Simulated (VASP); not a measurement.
# KI (Fm-3m) in VASP: single point with r2SCAN0

Aim: the single point of KI with r2SCAN0.

All numbers are computed with VASP 6.6.1; they aren't measurements. Logs are shortened: lines on timing, memory, paths and dates and some standing lists are left out, and cuts for length are marked.

**1. The cell of the first run**

The structure is cubic, space group Fm-3m (No. 225). The conventional cell has a = 7.089 Å, b = 7.089 Å, c = 7.089 Å, α = 90.00°, β = 90.00°, γ = 90.00°. K (site symmetry m-3m) has 6 I at 3.54 Å within 4.7 Å. I (site symmetry m-3m) has 6 K at 3.54 Å within 4.7 Å.

**2. Single point, r2SCAN0**

POSCAR

```
KI
1.0
    0.0000000000      3.5444850600      3.5444850600
    3.5444850600      0.0000000000      3.5444850600
    3.5444850600      3.5444850600      0.0000000000
K I
1 1
Direct
    0.0000000000      0.0000000000      0.0000000000
    0.5000000000      0.5000000000      0.5000000000
```

INCAR.step1

```
PREC = Accurate
ENCUT = 440
EDIFF = 1E-5
ISMEAR = 0
SIGMA = 0.01
LREAL = False
LASPH = True
NELM = 120
ALGO = Normal
ISIF = 2
LWAVE = True
LCHARG = False
GGA = PE
NBANDS = 15
GGA_COMPAT = False
```

INCAR.step2

```
PREC = Accurate
ENCUT = 440
EDIFF = 1E-6
ISMEAR = 0
SIGMA = 0.01
LREAL = False
LASPH = True
NELM = 120
ALGO = Normal
ISIF = 2
LWAVE = False
LCHARG = False
METAGGA = R2SCAN
LHFCALC = True
AEXX = 0.25
LMIXTAU = True
PRECFOCK = Normal
ISTART = 1
NBANDS = 15
GGA_COMPAT = False
```

KPOINTS

```
Automatic mesh
0
Gamma
  4 4 4
```

Potentials or basis: VASP PAW PBE potentials, release 64 (K_sv, I).

Launch:

```bash
> cat potpaw_PBE.64/K_sv/POTCAR potpaw_PBE.64/I/POTCAR > POTCAR
> cp INCAR.step1 INCAR
> mpirun -np 1 vasp_std > vasp.out
> cp INCAR.step2 INCAR
> mpirun -np 1 vasp_std > vasp.out
```

OUTCAR:

```text
PREC = Accurate
   ENCUT = 440
   EDIFF = 1E-6
   ISMEAR = 0
   LREAL = False
   LASPH = True
   NELM = 120
   ISIF = 2
   METAGGA = R2SCAN
   LHFCALC = True
   AEXX = 0.25
   PRECFOCK = Normal
   ISTART = 1

 ion  position               nearest neighbor table
   1  0.000  0.000  0.000-   2 3.54   2 3.54   2 3.54   2 3.54   2 3.54   2 3.54
   2  0.500  0.500  0.500-   1 3.54   1 3.54   1 3.54   1 3.54   1 3.54   1 3.54

  LATTYP: Found a face centered cubic cell.
 ALAT       =     7.0889701200

  Lattice vectors:

 A1 = (   0.0000000000,   3.5444850600,   3.5444850600)
 A2 = (   3.5444850600,   0.0000000000,   3.5444850600)
 A3 = (   3.5444850600,   3.5444850600,   0.0000000000)

Analysis of symmetry for initial positions (statically):
=====================================================================
 Subroutine PRICEL returns:
 Original cell was already a primitive cell.

 Routine SETGRP: Setting up the symmetry group for a
 face centered cubic supercell.

 Subroutine GETGRP returns: Found 48 space group operations
 (whereof 48 operations were pure point group operations)
 out of a pool of 48 trial point group operations.

The static configuration has the point symmetry O_h .

Analysis of symmetry for dynamics (positions and initial velocities):
=====================================================================
 Subroutine PRICEL returns:
 Original cell was already a primitive cell.

 Routine SETGRP: Setting up the symmetry group for a
 face centered cubic supercell.

 Subroutine GETGRP returns: Found 48 space group operations
 (whereof 48 operations were pure point group operations)
 out of a pool of 48 trial point group operations.

The dynamic configuration has the point symmetry O_h .

 Subroutine INISYM returns: Found 48 space group operations
 (whereof 48 operations are pure point group operations),
 and found     1 'primitive' translations

----------------------------------------------------------------------------------------

                                     Primitive cell

  volume of cell :      89.0614

  direct lattice vectors                    reciprocal lattice vectors
     0.000000000  3.544485060  3.544485060    -0.141064214  0.141064214  0.141064214
     3.544485060  0.000000000  3.544485060     0.141064214 -0.141064214  0.141064214
     3.544485060  3.544485060  0.000000000     0.141064214  0.141064214 -0.141064214

  length of vectors
     5.012658843  5.012658843  5.012658843     0.244330386  0.244330386  0.244330386

  position of ions in fractional coordinates (direct lattice)
     0.000000000  0.000000000  0.000000000
     0.500000000  0.500000000  0.500000000

  ion indices of the primitive-cell ions
   primitive index   ion index
                 1           1
                 2           2

----------------------------------------------------------------------------------------

 KPOINTS: Automatic mesh

Automatic generation of k-mesh.
 Grid dimensions read from file:
 generate k-points for:    4    4    4

 Generating k-lattice:

  Cartesian coordinates                     Fractional coordinates (reciprocal lattice)
    -0.035266054  0.035266054  0.035266054     0.250000000  0.000000000  0.000000000
     0.035266054 -0.035266054  0.035266054     0.000000000  0.250000000  0.000000000
     0.035266054  0.035266054 -0.035266054     0.000000000  0.000000000  0.250000000

  Length of vectors
     0.061082597  0.061082597  0.061082597

  Shift w.r.t. Gamma in fractional coordinates (k-lattice)
     0.000000000  0.000000000  0.000000000

 Subroutine IBZKPT returns following result:
 ===========================================

 Found      8 irreducible k-points:

 Following reciprocal coordinates:
            Coordinates               Weight
  0.000000  0.000000  0.000000      1.000000
  0.250000  0.000000  0.000000      8.000000
  0.500000  0.000000  0.000000      4.000000
  0.250000  0.250000  0.000000      6.000000
  0.500000  0.250000  0.000000     24.000000
 -0.250000  0.250000  0.000000     12.000000
  0.500000  0.500000  0.000000      3.000000
 -0.250000  0.500000  0.250000      6.000000
   k-points           NKPTS =      8   k-points in BZ     NKDIM =     64   number of bands    NBANDS=     15
   number of dos      NEDOS =    301   number of ions     NIONS =      2
   total plane-waves  NPLWV =  46656
   dimension x,y,z NGX =    36 NGY =   36 NGZ =   36
   dimension x,y,z NGXF=    72 NGYF=   72 NGZF=   72
   ions per type =               1   1
   NGX,Y,Z   is equivalent  to a cutoff of  11.94, 11.94, 11.94 a.u.
   NGXF,Y,Z  is equivalent  to a cutoff of  23.88, 23.88, 23.88 a.u.
 SYSTEM =  unknown system
   PREC   = accura    normal or accurate (medium, high low for compatibility)
   ISTART =      1    job   : 0-new  1-cont  2-samecut
   ICHARG =      0    charge: 1-file 2-atom 10-const
   ISPIN  =      1    spin polarized calculation?
   LNONCOLLINEAR =      F non collinear calculations
   LSORBIT =      F    spin-orbit coupling
   LASPH  =      T    aspherical Exc in radial PAW
   ENCUT  =  440.0 eV  32.34 Ry    5.69 a.u.   8.57  8.57  8.57*2*pi/ulx,y,z
   NELM   =    120;   NELMIN=  2; NELMDL=  0     # of ELM steps
   EDIFF  = 0.1E-05   stopping-criterion for ELM
   LREAL  =      F    real-space projection
   EDIFFG = 0.1E-04   stopping-criterion for IOM
   NSW    =      0    number of steps for IOM
   IBRION =     -1    ionic relax: 0-MD 1-quasi-New 2-CG
   NFREE  =      0    steps in history (QN), initial steepest desc. (CG)
   ISIF   =      2    stress and relaxation
   ISYM   =      3    0-nonsym 1-usesym 2-fastsym
   POTIM  = 0.5000    time-step for ionic-motion
   TEBEG  =    0.0;   TEEND  =   0.0 temperature during run
   PSTRESS=    0.0 pullay stress
   NELECT =      16.0000    total number of electrons
   NUPDOWN=      -1.0000    fix difference up-down
   EMIN   =  10.00;   EMAX   =-10.00  energy-range for DOS
   EFERMI =   0.00;   METHOD = LEGACY
   ISMEAR =     0;   SIGMA  =   0.01  broadening in eV -4-tet -1-fermi 0-gaus
   EFERMI_NEDOS =   21; number of points for ismear=-14 and -15
   IALGO  =     38    algorithm
   IMIX   =      1    mixing-type and parameters
     AMIX     =   0.40;   BMIX     =  1.00
     AMIX_MAG =   1.60;   BMIX_MAG =  1.00
  volume/ion in A,a.u.               =      44.53       300.51
  Fermi-wavevector in a.u.,A,eV,Ry     =   0.923744  1.745623 11.609894  0.853303
  Thomas-Fermi vector in A             =   2.049414
   LORBIT       =      0    0 simple, 1 ext, 2 COOP (PROOUT), +10 PAW based schemes
   METAGGA = R2SCAN    functional components
   LHFCALC =     T    Hartree Fock is set to
   PRECFOCK=normal    Normal, Fast or Accurate (Low or Medium for compatibility)
   ENCUT4O =  -1.0   cutoff for four orbital integrals eV
   NKREDX  =     1    reduce k-point grid by
   NKREDY  =     1    reduce k-point grid by
   NKREDZ  =     1    reduce k-point grid by
   AEXX    =    0.2500 exact exchange contribution
   HFSCREEN=    0.0000 screening length (either q_TF or 0.3 A-1)
   HFSCREENC=   0.0000 screening length for correlation (either q_TF or 0.3 A-1)
   ENCUTFOCK=  -1.0 apply spherical cutoff to Coloumb kernel
   IVDW    =     0    specifies the selected vdW correction
   LEPSILON=     F    determine dielectric tensor
   LRPA    =     F    only Hartree local field effects (RPA)
 non-spin polarized calculation
 Gauss-broadening in eV      SIGMA  =   0.01
  energy-cutoff  :      440.00
  volume of cell :       89.06
 maximum number of plane-waves:      1893
 NGX is ok and might be reduce to    36
  NGX = 28; NGY = 28; NGZ = 28

 number of electron      16.0000001 magnetization

 Free energy of the ion-electron system (eV)
  ---------------------------------------------------
  ext. energy  EPLUGINS =         0.00000000
  ---------------------------------------------------
  free energy    TOTEN  =       -28.30281266 eV

  energy without entropy =      -28.30281266  energy(sigma->0) =      -28.30281266

 E-fermi :  -1.7255     XC(G=0):  -5.8902

 val. band max:       -1.7928349385   @ k =   0.0000   0.0000   0.0000
 cond. band min:       4.1794662611   @ k =   0.0000   0.0000   0.0000
 fundamental gap:      5.9723011997
 Fermi energy:        -1.7254793347

 k-point     1 :       0.0000    0.0000    0.0000
  band No.  band energies     occupation
      1     -33.4349      2.00000
      2     -15.0541      2.00000
      3     -15.0541      2.00000
      4     -15.0541      2.00000
      5     -13.4299      2.00000
      6      -1.7928      2.00000
      7      -1.7928      2.00000
      8      -1.7928      2.00000
      9       4.1795      0.00000
     10       6.9082      0.00000
     11       6.9082      0.00000
     12       6.9082      0.00000
     13       7.8576      0.00000
     14       7.8576      0.00000
     15       9.9374      0.00000

 k-point     2 :       0.2500    0.0000    0.0000
  band No.  band energies     occupation
      1     -33.4339      2.00000
      2     -15.1383      2.00000
      3     -15.0547      2.00000
      4     -15.0547      2.00000
      5     -13.2689      2.00000
      6      -2.5852      2.00000
      7      -1.9745      2.00000
      8      -1.9745      2.00000
      9       5.2787      0.00000
     10       6.8982      0.00000
     11       7.5671      0.00000
     12       7.5671      0.00000
     13       8.5691      0.00000
     14       8.5691      0.00000
     15      11.0811      0.00000
[... 77 lines left out ...]
      3     -15.0727      2.00000
      4     -15.0727      2.00000
      5     -13.2592      2.00000
      6      -2.8958      2.00000
      7      -2.1989      2.00000
      8      -2.1989      2.00000
      9       5.1098      0.00000
     10       6.1743      0.00000
     11       8.8971      0.00000
     12       9.1429      0.00000
     13       9.6145      0.00000
     14      10.5692      0.00000
     15      10.5692      0.00000

 k-point     8 :      -0.2500    0.5000    0.2500
  band No.  band energies     occupation
      1     -33.4322      2.00000
      2     -15.1073      2.00000
      3     -15.0862      2.00000
      4     -15.0862      2.00000
      5     -13.1953      2.00000
      6      -2.5907      2.00000
      7      -2.5907      2.00000
      8      -2.4230      2.00000
      9       6.7449      0.00000
     10       6.7449      0.00000
     11       7.1268      0.00000
     12       8.7896      0.00000
     13       9.5653      0.00000
     14      10.6260      0.00000
     15      11.0980      0.00000

------------------------ aborting loop because EDIFF is reached ----------------------------------------

  FORCE on cell =-STRESS in cart. coord.  units (eV):
  Direction    XX          YY          ZZ          XY          YZ          ZX
  --------------------------------------------------------------------------------------
  -------------------------------------------------------------------------------------
  Total       -0.0409796     -0.0409796     -0.0409796     -0.0000000     -0.0000000      0.0000000
  in kB       -0.7372061     -0.7372061     -0.7372061     -0.0000000     -0.0000000      0.0000000
  external PRESSURE =      -0.7372061 kB  Pullay stress =       0.0000000 kB

 VOLUME and BASIS-vectors are now :
 -----------------------------------------------------------------------------
  energy-cutoff  :      440.00
  volume of cell :       89.06
      direct lattice vectors                 reciprocal lattice vectors
     0.000000000  3.544485060  3.544485060    -0.141064214  0.141064214  0.141064214
     3.544485060  0.000000000  3.544485060     0.141064214 -0.141064214  0.141064214
     3.544485060  3.544485060  0.000000000     0.141064214  0.141064214 -0.141064214

 POSITION                                       TOTAL-FORCE (eV/Angst)
 -----------------------------------------------------------------------------------
      0.00000      0.00000      0.00000         0.000000     -0.000000      0.000000
      3.54449      3.54449      3.54449        -0.000000      0.000000     -0.000000
 -----------------------------------------------------------------------------------
    total drift:                                0.000000      0.000000      0.000000

  FREE ENERGIE OF THE ION-ELECTRON SYSTEM (eV)
  ---------------------------------------------------
  free  energy   TOTEN  =       -28.3028126578 eV

  energy  without entropy=      -28.3028126578  energy(sigma->0) =      -28.30281266
```

Wall time 7.9 min (1 thread of Intel Xeon Platinum 8488C (Sapphire Rapids), shared host); peak memory 0.23 GiB.

What came out:

- Free energy: -28.3028 eV
- Pressure: -0.1 GPa
- Band gap on the k mesh: 5.97 eV

Caveat: the PAW data sets were made with another functional, which shifts forces and pressure a little; spin-orbit coupling is left out, which moves the levels of the heavy elements.
